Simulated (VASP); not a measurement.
Write the native input for VASP 6.6.1 that does the following.

```
Task                   : single point
Functional             : PBE
Potentials or basis    : VASP PAW PBE potentials, release 64 (Cu, B)
Cutoff                 : 520 eV
k mesh                 : 14 × 14 × 14
Occupations            : gaussian, width 0.1 eV
Spin                   : no spin polarisation
Dipole correction      : no
Further INCAR settings : ALGO = Normal; EDIFF = 1e-06; NBANDS = 18
```

The structure of CuB3 lies in POSCAR:

```
CuB3
1.0
    3.1285311167      0.0000000000      0.0000000000
    0.0000000000      3.1285311167      0.0000000000
    0.0000000000      0.0000000000      3.1285311167
Cu B
1 3
Direct
    0.0000000000      0.0000000000      0.0000000000
    0.0000000000      0.5000000000      0.5000000000
    0.5000000000      0.0000000000      0.5000000000
    0.5000000000      0.5000000000      0.0000000000
```

One way to write it, as run:

INCAR

```
PREC     = Accurate       # precision mode
ENCUT    = 520            # plane-wave cutoff, eV
EDIFF    = 1E-6           # SCF threshold, eV
ISMEAR   = 0              # smearing method
SIGMA    = 0.1            # smearing width, eV
LREAL    = F              # projectors in reciprocal space
LASPH    = T              # aspherical terms in the spheres
NELM     = 60             # most SCF steps
ALGO     = Normal         # electronic algorithm
ISIF     = 2              # what is computed and relaxed
LWAVE    = F              # write WAVECAR
LCHARG   = T              # write CHGCAR
GGA      = PE             # functional
LELF     = T              # ELF
LVHAR    = T            
NBANDS   = 18             # bands
```

KPOINTS

```
regular mesh
0
Gamma
  14 14 14
```

Potentials or basis: VASP PAW PBE potentials, release 64 (Cu, B).

Command:

```console
$ cat potpaw_PBE.64/Cu/POTCAR potpaw_PBE.64/B/POTCAR > POTCAR
$ mpirun -np 1 vasp_std > vasp.out
```

Results of the run:

```json
{
 "Pressure": "0.0 GPa",
 "Band gap on the k mesh": "zero (bands 10 and 11 overlap by 4.16 eV)"
}
```

It took 78 s on 1 thread of Oxide Virtual Turin-like Processor (shared host), peak memory 0.15 GiB.
